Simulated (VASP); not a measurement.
Write the native input for VASP 6.6.1 that does the following.

```yaml
Task: single point
Functional: PBE
Potentials_or_basis: VASP PAW PBE potentials, release 64 (F)
Cutoff: 520 eV
k_mesh: 17 × 17 × 17
Occupations: fermi-dirac, width 0.1 eV
Spin: no spin polarisation
Dipole_correction: no
Further_INCAR_settings: ALGO = Normal; EDIFF = 1e-06; NBANDS = 10
```

The structure of F lies in POSCAR:

```
F
1.0
    0.0000000000      1.5178266953      1.5178266953
    1.5178266953      0.0000000000      1.5178266953
    1.5178266953      1.5178266953      0.0000000000
F
1
Direct
    0.0000000000      0.0000000000      0.0000000000
```

This cell differs from its parent crystal: volume scaled by 0.68.

The input as run:

INCAR

```
ALGO     = Normal         # electronic algorithm
EDIFF    = 1E-6           # SCF threshold, eV
ENCUT    = 520            # plane-wave cutoff, eV
GGA      = PE             # functional
ISIF     = 2              # what is computed and relaxed
ISMEAR   = -1             # smearing method
LASPH    = T              # aspherical terms in the spheres
LCHARG   = F              # write CHGCAR
LREAL    = F              # projectors in reciprocal space
LWAVE    = F              # write WAVECAR
NBANDS   = 10             # bands
NELM     = 100            # most SCF steps
PREC     = Accurate       # precision mode
SIGMA    = 0.1            # smearing width, eV
```

KPOINTS

```
k-points
0
Gamma
  17 17 17
```

Potentials or basis: VASP PAW PBE potentials, release 64 (F).

Run with:

```console
$ cat potpaw_PBE.64/F/POTCAR > POTCAR
$ mpirun -np 1 vasp_std > vasp.out
```

Results of the run:

| Property | Result |
| --- | --- |
| Pressure | 50.7 GPa |

Caveat: an odd number of electrons without spin polarisation forces a metal; a magnetic or distorted state may lie lower.

It took 5.5 s on 1 thread of Intel Xeon 6975P-C (shared host), peak memory 0.11 GiB.
